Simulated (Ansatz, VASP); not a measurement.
Two plane-wave programs on NiSb

```xyz
2
Lattice="0.0000 2.6341 2.6341 2.6341 0.0000 2.6341 2.6341 2.6341 0.0000" Properties=species:S:1:pos:R:3 pbc="T T T"
Ni    0.0000    0.0000    0.0000
Sb    3.9511    3.9511    3.9511
```

Alike in both runs: task relaxation of cell and atoms; functional PBE; k mesh 6 × 6 × 6; occupations gaussian, width 0.1 eV; no spin polarisation.

|  | VASP | Ansatz |
| --- | --- | --- |
| version | VASP 6.6.1 | Ansatz 0.2.0 |
| potentials or method | VASP PAW PBE potentials, release 64 (Ni, Sb), cutoff 600 eV | scalar-relativistic, plane waves, PAW |
| valence electrons in the cell | 15 | 33 |

```tsv
	VASP	Ansatz	Ansatz less VASP
gap on the k mesh at the Fermi level, each at its own relaxed structure (eV)	none	none	-
relaxed volume (Å³/atom)	23.25	23.23	-0.017
relaxed length of the cell vector where the two differ most in proportion (Å)	4.036	4.035	-0.0010
```

A gap of «none» marks a metal or a gap that the smearing closes. VASP's potentials hold 15 valence electrons a cell and Ansatz's 33, so a difference there can come from the potentials and not from the codes.

Neither program's run includes spin-orbit coupling. Noted on VASP's run: the volume moved by over 15 % at a fixed basis, so the end points are rough.
